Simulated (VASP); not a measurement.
# Nb5O: single point with PBE

The system is Nb5O.

```
Nb O
1.0
     3.87772    0.00000    0.00000
    -1.93886    3.35820    0.00000
     0.00000    0.00000    6.89430
Nb O
5 1
Direct
  0.33333 0.66667 0.32014
  0.66667 0.33333 0.32014
  0.66667 0.33333 0.67986
  0.33333 0.66667 0.67986
  0.00000 0.00000 0.00000
  0.00000 0.00000 0.50000
```

The cell was generated, and may not be a known phase.

```yaml
Program: VASP 6.6.1
Task: single point
Functional: PBE
Potentials_or_basis: VASP PAW PBE potentials, release 64 (Nb_sv, O)
Cutoff: 520 eV
k_mesh: 6 × 6 × 4
Occupations: gaussian, width 0.1 eV
Spin: no spin polarisation
Dipole_correction: no
Further_INCAR_settings: ALGO = Normal; EDIFF = 1e-07; NBANDS = 44
```

```json
{
 "Pressure": "44.5 GPa",
 "Largest force": "5.090 eV/Å",
 "Band gap on the k mesh": "zero (an odd number of electrons rules out a gap without spin polarisation)"
}
```

Forces on the atoms (eV/Å):
```
Nb   0.000  0.000 -5.090
Nb   0.000  0.000 -5.090
Nb   0.000  0.000  5.090
Nb   0.000  0.000  5.090
Nb   0.000  0.000  0.000
O    0.000  0.000  0.000
```

Stress tensor (GPa, compression positive):
```
49.84  0.00  0.00
 0.00 49.84  0.00
 0.00  0.00 33.90
```

Levels at points of the mesh, in eV from the Fermi level:
```csv
k point,band 32,band 33,band 34,band 35,band 36,band 37,band 38,band 39,band 40,band 41
"(0.00, 0.00, 0.00)",0.15,0.15,0.51,0.51,0.60,1.17,1.17,1.30,1.39,2.09
"(0.50, 0.00, 0.00)",-1.37,-1.37,-0.18,-0.04,0.03,0.76,0.91,1.53,1.72,2.37
"(0.00, 0.00, 0.50)",-0.76,-0.76,-0.33,0.56,0.56,1.63,1.90,1.90,2.02,2.26
"(0.50, 0.00, 0.50)",-0.90,-0.87,-0.69,-0.25,-0.15,-0.01,0.75,1.52,1.59,2.05
```

Wall time 120 s on 1 thread of AMD EPYC 7R43 64-Core Processor (Zen 3), on a shared host, peak memory 0.19 GiB.

Caveat: the stress differs along the axes, from 34 to 50 GPa; an odd number of electrons without spin polarisation forces a metal; a magnetic or distorted state may lie lower.
